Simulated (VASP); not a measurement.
A run of VASP 6.6.1 is set up as follows.

Contents of INCAR:

```
ALGO = Normal
EDIFF = 1E-7
ENCUT = 520
GGA = PE
ISIF = 2
ISMEAR = -1
LASPH = True
LCHARG = False
LREAL = False
LWAVE = False
NBANDS = 17
NELM = 100
PREC = Accurate
SIGMA = 0.05
```

KPOINTS

```
k-points
0
Gamma
  9 9 9
```

POSCAR

```
SnTe
1.0
    0.0000000000      3.6067404071      3.6067404071
    3.6067404071      0.0000000000      3.6067404071
    3.6067404071      3.6067404071      0.0000000000
Sn Te
1 1
Direct
    0.0000000000      0.0000000000      0.0000000000
    0.2500000000      0.2500000000      0.2500000000
```

Potentials or basis: VASP PAW PBE potentials, release 64 (Sn_d, Te).

Run with:

```console
$ cat potpaw_PBE.64/Sn_d/POTCAR potpaw_PBE.64/Te/POTCAR > POTCAR
$ mpirun -np 1 vasp_std > vasp.out
```

Problem. Estimate the band gap on the k mesh.

Solution. 0.20 eV, indirect (least direct gap 0.81 eV).

Problem. Estimate the pressure.

Solution. 0.0 GPa.

Caveat: spin-orbit coupling is left out, which moves the levels of the heavy elements. A k mesh can miss the band edges.
